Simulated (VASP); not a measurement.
Crystal: BN (Qingsongite).

```
CELL_PARAMETERS angstrom
0.00000 1.80750 1.80750
1.80750 0.00000 1.80750
1.80750 1.80750 0.00000
ATOMIC_POSITIONS crystal
B 0.00000 0.00000 0.00000
N 0.25000 0.25000 0.25000
```

| Quantity | Value |
| --- | --- |
| Program | VASP 6.6.1 |
| Task | relaxation of cell and atoms |
| Functional | LDA |
| Potentials or basis | VASP PAW LDA potentials, release 64 (B, N) |
| Cutoff | 600 eV |
| k mesh | 8 × 8 × 8 |
| Occupations | gaussian, width 0.01 eV |
| Spin | no spin polarisation |

At the start: pressure -10.3 GPa; volume 5.91 Å³/atom.

Task: Where does the relaxation end?

Result: Over 3 steps the energy falls by 5.2 meV/atom and the volume is 5.75 Å³/atom (-2.7 %); space group F-43m (No. 216, to 0.05 Å).

Step by step:
| step | energy change (eV) | largest force (eV/Å) | pressure (GPa) | volume (Å³) |
| --- | --- | --- | --- | --- |
| 1 | 0.0000 | 0.0000 | -10.29 | 11.81 |
| 2 | 0.0014 | 0.0000 | 12.01 | 11.17 |
| 3 | -0.0104 | 0.0000 | -0.06 | 11.50 |

Final structure:
```
B N
1.0
     0.00000    1.79137    1.79137
     1.79137    0.00000    1.79137
     1.79137    1.79137    0.00000
B N
1 1
Cartesian
  0.0000 0.0000 0.0000
  0.8957 0.8957 0.8957
```
